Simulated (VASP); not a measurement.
Crystal: W.

```
W
1.0
     0.00000    1.98856    1.98856
     1.98856    0.00000    1.98856
     1.98856    1.98856    0.00000
W
1
Direct
  0.00000 0.00000 0.00000
```

This cell differs from its parent crystal: volume scaled by 0.94.

Base run:

| Item | Value |
| --- | --- |
| Program | VASP 6.6.1 |
| Functional | r2SCAN |
| Potentials or basis | VASP PAW PBE potentials, release 64 (W_sv) |
| Cutoff | 550 eV |
| k mesh | 11 × 11 × 11 |
| Occupations | fermi-dirac, width 0.05 eV |
| Spin | no spin polarisation |

Its results: band gap on the k mesh zero (band 7 reaches 13.81 eV, above the bottom of band 8 at 10.29 eV); pressure 10.6 GPa.

The run is repeated on the same cell with these changes: functional from r2SCAN to LDA; potentials or basis from VASP PAW PBE potentials, release 64 (W_sv) to VASP PAW LDA potentials, release 64 (W_sv); cutoff from 550 eV to 520 eV. What comes out?

Band gap on the k mesh zero (band 7 reaches 13.99 eV, above the bottom of band 8 at 10.31 eV); pressure 1.7 GPa.

Caveats: spin-orbit coupling is left out, which moves the levels of the heavy elements; the PAW data sets were made with another functional, which shifts forces and pressure a little (some runs).
